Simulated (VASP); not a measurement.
The system is Te2Au.

```xyz
3
Lattice="4.2235 0.0000 0.0000 -2.1118 3.6577 0.0000 0.0000 0.0000 5.1803" Properties=species:S:1:pos:R:3 pbc="T T T"
Te    2.1118    1.2192    1.4953
Te    0.0000    2.4385    3.6850
Au    0.0000    0.0000    0.0000
```

```yaml
Program: VASP 6.6.1
Task: relaxation of cell and atoms
Functional: LDA
Potentials_or_basis: VASP PAW LDA potentials, release 64 (Te, Au)
Cutoff: 600 eV
k_mesh: 12 × 12 × 8
Occupations: gaussian, width 0.1 eV
Spin: no spin polarisation
```

At the start: pressure -5.4 GPa; volume 26.68 Å³/atom.

**Question.** Where does the relaxation end?

**Answer.** Over 8 steps the energy falls by 32.7 meV/atom and the volume is 24.86 Å³/atom (-6.8 %); space group P-3m1 (No. 164, to 0.1 Å) before and after.

The path:
```
step  energy change (eV)  largest force (eV/Å)  pressure (GPa)  volume (Å³)
   1              0.0000                0.2146           -5.38        80.03
   2             -0.0007                0.4380            6.99        70.09
   3             -0.0976                0.0645           -0.09        74.76
   4             -0.0976                0.0709            0.02        74.66
   5             -0.0980                0.0418            0.04        74.61
   6             -0.0981                0.0017            0.05        74.53
   7             -0.0981                0.0043           -0.07        74.64
   8             -0.0982                0.0012            0.00        74.58
```

Final structure:
```
Te Au
1.0
     4.12700    0.00000    0.00000
    -2.06350    3.57409    0.00000
     0.00000    0.00000    5.05608
Te Au
2 1
Direct
  0.66667 0.33333 0.28904
  0.33333 0.66667 0.71096
  0.00000 0.00000 0.00000
```
